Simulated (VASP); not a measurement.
Crystal: GdRe.

```
CELL_PARAMETERS angstrom
3.45990 0.00000 0.00000
0.00000 3.45990 0.00000
0.00000 0.00000 3.45990
ATOMIC_POSITIONS crystal
Gd 0.00000 0.00000 0.00000
Re 0.50000 0.50000 0.50000
```

Base run:

| Item | Value |
| --- | --- |
| Program | VASP 6.6.1 |
| Functional | LDA |
| Potentials or basis | VASP PAW PBE potentials, release 64 (Gd, Re) |
| Cutoff | 520 eV |
| k mesh | 10 × 10 × 10 |
| Occupations | gaussian, width 0.05 eV |
| Spin | collinear spin, ferromagnetic start |
| Starting moments | [7.0, 0.0] μB |

Its results: pressure -9.0 GPa; net moment 6.57 μB per cell; site moments Gd +6.75; Re -0.40 μB.

Q: The run is repeated on the same cell with these changes: functional from LDA to PBE; further incar settings from ALGO = Normal; EDIFF = 1e-07; NBANDS = 24 to ALGO = Normal; EDIFF = 1e-06; NBANDS = 24. What comes out?

A: Pressure 0.3 GPa; net moment 6.34 μB per cell; site moments Gd +6.77; Re -0.66 μB.

Caveats: the PAW data sets were made with another functional, which shifts forces and pressure a little (some runs).
